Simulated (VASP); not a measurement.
# Si2W (I4/mmm) in VASP: further runs, part 2 of 2

VASP 6.6.1. Earlier steps stand in the parts before.

**3. Electric field gradients, PBEsol**

File INCAR:

```
PREC     = Accurate       # precision mode
ENCUT    = 520            # plane-wave cutoff, eV
EDIFF    = 1E-8           # SCF threshold, eV
ISMEAR   = -1             # smearing method
SIGMA    = 0.05           # smearing width, eV
LREAL    = F              # projectors in reciprocal space
LASPH    = T              # aspherical terms in the spheres
NELM     = 100            # most SCF steps
ALGO     = Normal         # electronic algorithm
ISIF     = 2              # what is computed and relaxed
LWAVE    = F              # write WAVECAR
LCHARG   = F              # write CHGCAR
GGA      = PS             # functional
LEFG     = T            
NBANDS   = 18             # bands
```

File KPOINTS:

```
Automatic mesh
0
Gamma
  13 13 13
```

File POSCAR:

```
Si2W
1.0
   -1.6069000000      1.6069000000      3.9149500000
    1.6069000000     -1.6069000000      3.9149500000
    1.6069000000      1.6069000000     -3.9149500000
Si W
2 1
Direct
    0.3842900000      0.3842900000      0.0000000000
    0.6157100000      0.6157100000      0.0000000000
    0.0000000000      0.0000000000      0.0000000000
```

Potentials or basis: VASP PAW PBE potentials, release 64 (Si, W_sv).

Launch:

```sh
> cat potpaw_PBE.64/Si/POTCAR potpaw_PBE.64/W_sv/POTCAR > POTCAR
> mpirun -np 1 vasp_std > vasp.out
```

OUTCAR:

```text
PREC = Accurate
   ENCUT = 520
   EDIFF = 1E-8
   ISMEAR = -1
   LREAL = F
   LASPH = T
   NELM = 100
   ISIF = 2
   GGA = PS

 ion  position               nearest neighbor table
   1  0.384  0.384  0.000-   2 1.81   3 2.45   3 2.45   3 2.45   3 2.45   3 3.01   2 3.10   2 3.10
                             2 3.10   2 3.10
   2  0.616  0.616  0.000-   1 1.81   3 2.45   3 2.45   3 2.45   3 2.45   3 3.01   1 3.10   1 3.10
                             1 3.10   1 3.10
   3  0.000  0.000  0.000-   2 2.45   2 2.45   2 2.45   1 2.45   2 2.45   1 2.45   1 2.45   1 2.45
                             1 3.01   2 3.01

  LATTYP: Found a body centered tetragonal cell.
 ALAT       =     3.2138000000
 C/A-ratio  =     2.4363370465

  Lattice vectors:

 A1 = (  -1.6069000000,   1.6069000000,   3.9149500000)
 A2 = (   1.6069000000,  -1.6069000000,   3.9149500000)
 A3 = (   1.6069000000,   1.6069000000,  -3.9149500000)

Analysis of symmetry for initial positions (statically):
=====================================================================
 Subroutine PRICEL returns:
 Original cell was already a primitive cell.

 Routine SETGRP: Setting up the symmetry group for a
 body centered tetragonal supercell.

 Subroutine GETGRP returns: Found 16 space group operations
 (whereof 16 operations were pure point group operations)
 out of a pool of 16 trial point group operations.

The static configuration has the point symmetry D_4h.

Analysis of symmetry for dynamics (positions and initial velocities):
=====================================================================
 Subroutine PRICEL returns:
 Original cell was already a primitive cell.

 Routine SETGRP: Setting up the symmetry group for a
 body centered tetragonal supercell.

 Subroutine GETGRP returns: Found 16 space group operations
 (whereof 16 operations were pure point group operations)
 out of a pool of 16 trial point group operations.

The dynamic configuration has the point symmetry D_4h.

 Subroutine INISYM returns: Found 16 space group operations
 (whereof 16 operations are pure point group operations),
 and found     1 'primitive' translations

----------------------------------------------------------------------------------------

                                     Primitive cell

  volume of cell :      40.4356

  direct lattice vectors                    reciprocal lattice vectors
    -1.606900000  1.606900000  3.914950000     0.000000000  0.311158131  0.127715552
     1.606900000 -1.606900000  3.914950000     0.311158131  0.000000000  0.127715552
     1.606900000  1.606900000 -3.914950000     0.311158131  0.311158131  0.000000000

  length of vectors
     4.526708376  4.526708376  4.526708376     0.336348992  0.336348992  0.440044048

  position of ions in fractional coordinates (direct lattice)
     0.384290000  0.384290000  0.000000000
     0.615710000  0.615710000  0.000000000
     0.000000000  0.000000000  0.000000000

  ion indices of the primitive-cell ions
   primitive index   ion index
                 1           1
                 2           2
                 3           3

[... 86 lines left out ...]
   ISMEAR =    -1;   SIGMA  =   0.05  broadening in eV -4-tet -1-fermi 0-gaus
   EFERMI_NEDOS =   21; number of points for ismear=-14 and -15
   IALGO  =     38    algorithm
   IMIX   =      4    mixing-type and parameters
     AMIX     =   0.40;   BMIX     =  1.00
     AMIX_MAG =   1.60;   BMIX_MAG =  1.00
  volume/ion in A,a.u.               =      13.48        90.96
  Fermi-wavevector in a.u.,A,eV,Ry     =   1.336476  2.525573 24.302284  1.786167
  Thomas-Fermi vector in A             =   2.465099
   LORBIT       =      0    0 simple, 1 ext, 2 COOP (PROOUT), +10 PAW based schemes
   GGA     = PS    functional components
   LHFCALC =     F    Hartree Fock is set to
   AEXX    =    0.0000 exact exchange contribution
   IVDW    =     0    specifies the selected vdW correction
   LEPSILON=     F    determine dielectric tensor
   LRPA    =     F    only Hartree local field effects (RPA)
 non-spin polarized calculation
  energy-cutoff  :      520.00
  volume of cell :       40.44
 maximum number of plane-waves:      1108
 NGX is ok and might be reduce to    36
   NGX = 17   NGY = 17   NGZ = 17

 number of electron      21.9999999 magnetization

 Free energy of the ion-electron system (eV)
  ---------------------------------------------------
  ext. energy  EPLUGINS =         0.00000000
  ---------------------------------------------------
  free energy    TOTEN  =       -21.47302399 eV

  energy without entropy =      -21.45777367  energy(sigma->0) =      -21.46539883

 E-fermi :  11.3077     XC(G=0): -12.4515

 val. band max:       11.3056940340   @ k =  -0.2308   0.3846   0.2308
 cond. band min:      11.3103369549   @ k =  -0.2308   0.0769   0.0000
 fundamental gap:      0.0046429209
 Fermi energy:        11.3076799420

 k-point     1 :       0.0000    0.0000    0.0000
  band No.  band energies     occupation
      1     -62.3249      2.00000
      2     -26.8415      2.00000
      3     -26.8415      2.00000
      4     -26.3291      2.00000
      5      -3.1731      2.00000
      6       4.5637      2.00000
[... 481 lines left out ...]
      5      -0.0047      2.00000
      6       2.9533      2.00000
[... 10 lines left out ...]
     17      19.0624      0.00000
     18      20.6296      0.00000

 [... further k-points ...]

------------------------ aborting loop because EDIFF is reached ----------------------------------------

  FORCE on cell =-STRESS in cart. coord.  units (eV):
  Direction    XX          YY          ZZ          XY          YZ          ZX
  --------------------------------------------------------------------------------------
  -------------------------------------------------------------------------------------
  Total        5.8445962      5.8445962     25.1237267      0.0000000     -0.0000000      0.0000000
  in kB      231.5800707    231.5800707    995.4758546      0.0000000     -0.0000000      0.0000000
  external PRESSURE =     486.2119987 kB  Pullay stress =       0.0000000 kB

 VOLUME and BASIS-vectors are now :
 -----------------------------------------------------------------------------
  energy-cutoff  :      520.00
  volume of cell :       40.44
      direct lattice vectors                 reciprocal lattice vectors
    -1.606900000  1.606900000  3.914950000     0.000000000  0.311158131  0.127715552
     1.606900000 -1.606900000  3.914950000     0.311158131  0.000000000  0.127715552
     1.606900000  1.606900000 -3.914950000     0.311158131  0.311158131  0.000000000

 POSITION                                       TOTAL-FORCE (eV/Angst)
 -----------------------------------------------------------------------------------
      0.00000      0.00000      3.00895        -0.000000     -0.000000    -18.164455
      0.00000      0.00000      4.82095         0.000000      0.000000     18.164455
      0.00000      0.00000      0.00000        -0.000000     -0.000000      0.000000
 -----------------------------------------------------------------------------------
    total drift:                               -0.000000      0.000000     -0.000000

  FREE ENERGIE OF THE ION-ELECTRON SYSTEM (eV)
  ---------------------------------------------------
  free  energy   TOTEN  =       -21.4730239916 eV

  energy  without entropy=      -21.4577736678  energy(sigma->0) =      -21.46539883

 Electric field gradients (V/A^2)
---------------------------------------------------------------------
 ion       V_xx      V_yy      V_zz      V_xy      V_xz      V_yz
---------------------------------------------------------------------
   1       8.251     8.251   -16.503    -0.000    -0.000    -0.000
   2       8.251     8.251   -16.503    -0.000    -0.000    -0.000
   3      30.236    30.236   -60.471     0.000    -0.000    -0.000
---------------------------------------------------------------------

 Electric field gradients after diagonalization (V/A^2)
 (convention: |V_zz| > |V_xx| > |V_yy|)
----------------------------------------------------------------------
 ion       V_xx      V_yy      V_zz     asymmetry (V_yy - V_xx)/ V_zz
----------------------------------------------------------------------
   1       8.252     8.251   -16.503       0.000
   2       8.252     8.251   -16.503       0.000
   3      30.236    30.236   -60.471       0.000
----------------------------------------------------------------------

           NMR quadrupolar parameters

 Cq : quadrupolar parameter    Cq=e*Q*V_zz/h
 eta: asymmetry parameters     (V_yy - V_xx)/ V_zz
 Q  : nuclear electric quadrupole moment in mb (millibarn)
----------------------------------------------------------------------
 ion       Cq(MHz)       eta       Q (mb)
----------------------------------------------------------------------
   1      -0.040       0.000       1.000
   2      -0.040       0.000       1.000
   3      -0.146       0.000       1.000
----------------------------------------------------------------------
```

Wall time 3.3 min (1 thread of AMD EPYC 7R13 (Zen 3), shared host); peak memory 0.27 GiB.

What came out:

- Free energy: -21.4730 eV
- Pressure: 48.6 GPa
- Largest force: 18.164 eV/Å
- Band gap on the k mesh: zero (bands 11 and 12 overlap by 1.24 eV)
- Largest electric field gradient by atom: Si -16.5; W -60.5 V/Å²

Forces in eV/Å, atoms in the order of the input:
```
Si    0.000   0.000 -18.164
Si    0.000   0.000  18.164
W     0.000   0.000   0.000
```

Levels at points of the mesh, in eV from the Fermi level:
```csv
k point,band 9,band 10,band 11,band 12,band 13,band 14
"(0.00, 0.00, 0.00)",-1.68,-1.68,-0.84,0.14,0.14,4.13
```

Electric field gradients, principal values (V/Å²):
```csv
atom,least,middle,greatest (by size)
1 Si,8.251,8.252,-16.503
2 Si,8.251,8.252,-16.503
3 W,30.236,30.236,-60.471
```

Caveat: the stress differs along the axes, from 23 to 100 GPa; without QUAD_EFG the Cq values of the log hold for a quadrupole moment of 1 mb, not for the nuclei; the PAW data sets were made with another functional, which shifts forces and pressure a little; spin-orbit coupling is left out, which moves the levels of the heavy elements.
